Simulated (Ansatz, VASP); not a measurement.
## Hf2H5 in VASP and in Ansatz

INCAR

```
SYSTEM = Hf2H5
PREC = Accurate
ENCUT = 600
EDIFF = 1E-6
ISMEAR = 0
SIGMA = 0.1
LREAL = .False.
LASPH = .True.
NELM = 80
ALGO = Normal
ISIF = 3
LWAVE = .False.
LCHARG = .False.
GGA = PE
IBRION = 2
NSW = 100
EDIFFG = -0.01
```

KPOINTS

```
Automatic mesh
0
Gamma
  10 10 8
  0 0 0
```

File POSCAR:

```
Hf2H5
1.0
    3.4568431886      0.0000000000      0.0000000000
    0.0000000000      3.4568431886      0.0000000000
    0.0000000000      0.0000000000      4.4870476651
Hf H
2 5
Direct
    0.0000000000      0.0000000000      0.0000000000
    0.5000000000      0.5000000000      0.5000000000
    0.0000000000      0.5000000000      0.7388357920
    0.5000000000      0.0000000000      0.7388357920
    0.0000000000      0.5000000000      0.2611642080
    0.5000000000      0.0000000000      0.2611642080
    0.5000000000      0.5000000000      0.0000000000
```

Input for Ansatz:

```yaml
crystal:
  lattice:
    - [3.4568431886, 0.0, 0.0]
    - [0.0, 3.4568431886, 0.0]
    - [0.0, 0.0, 4.4870476651]
  atoms:
    - { symbol: Hf, position: [0.0, 0.0, 0.0] }
    - { symbol: Hf, position: [0.5, 0.5, 0.5] }
    - { symbol: H, position: [0.0, 0.5, 0.738835792] }
    - { symbol: H, position: [0.5, 0.0, 0.738835792] }
    - { symbol: H, position: [0.0, 0.5, 0.261164208] }
    - { symbol: H, position: [0.5, 0.0, 0.261164208] }
    - { symbol: H, position: [0.5, 0.5, 0.0] }
basis:
  ecutwfc: 420
kpoints:
  mp_grid: { grid: [10, 10, 8] }
hamiltonian:
  xc: pbe
scf:
  occupations: { method: gaussian, width: 0.1 }
output:
  forces: true
  stress: true
  eigenvalues: true
  write_density: true
  write_potential: true
  elf: true
  volumetric_format: npy
relax:
  adjacent_minimum: "off"
  f_tol: 0.01
  max_steps: 80
  cell: { stress_tol: 0.05 }
```

Alike in both runs: task relaxation of cell and atoms; functional PBE; k mesh 10 × 10 × 8; occupations gaussian, width 0.1 eV; no spin polarisation.

|  | VASP | Ansatz |
| --- | --- | --- |
| version | VASP 6.6.1 | Ansatz 0.2.0 |
| potentials or method | VASP PAW PBE potentials, release 64 (Hf_pv, H), cutoff 600 eV | scalar-relativistic, plane waves, PAW |
| valence electrons in the cell | 25 | 57 |

VASP gave:

| Item | Value |
| --- | --- |
| gap on the k mesh at the Fermi level, each at its own relaxed structure (eV) | none |
| relaxed volume (Å³/atom) | 7.63 |
| relaxed cell length with the largest relative difference (Å) | 4.790 |

Question: What did Ansatz give for the same quantities?

Answer: gap on the k mesh at the Fermi level, each at its own relaxed structure (eV): none; relaxed volume (Å³/atom): 7.67; relaxed cell length with the largest relative difference (Å): 4.827.

A gap of «none» marks a metal or a gap that the smearing closes. VASP's potentials hold 25 valence electrons a cell and Ansatz's 57, so a difference there can come from the potentials and not from the codes.

Spin-orbit coupling is off throughout.
